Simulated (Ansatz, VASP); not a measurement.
Sc in VASP and in Ansatz

```
CELL_PARAMETERS angstrom
3.40144 0.00000 0.00000
-1.70072 2.94573 0.00000
0.00000 0.00000 5.30191
ATOMIC_POSITIONS crystal
Sc 0.33333 0.66667 0.25000
Sc 0.66667 0.33333 0.75000
```

Alike in both runs: task single point; functional PBEsol; k mesh 18 × 18 × 10; occupations fermi-dirac, width 0.1 eV; no spin polarisation.

```csv
,VASP,Ansatz
version,VASP 6.6.1,Ansatz 0.2.0
potentials or method,"VASP PAW PBE potentials, release 64 (Sc_sv), cutoff 520 eV","plane waves (420 eV) with PAW, scalar-relativistic"
valence electrons in the cell,22,22
```

|  | VASP | Ansatz | Ansatz less VASP |
| --- | --- | --- | --- |
| pressure (GPa) | -5.3 | -5.3 | +0.01 |
| traceless stress, the component that is largest in VASP (GPa) | 0.17 | 0.17 | +0.001 |

VASP's potentials were made for PBE, not for PBEsol, and Ansatz warns of the same on its side. With one functional, cell and mesh, what is left measures potentials, basis and numerics.
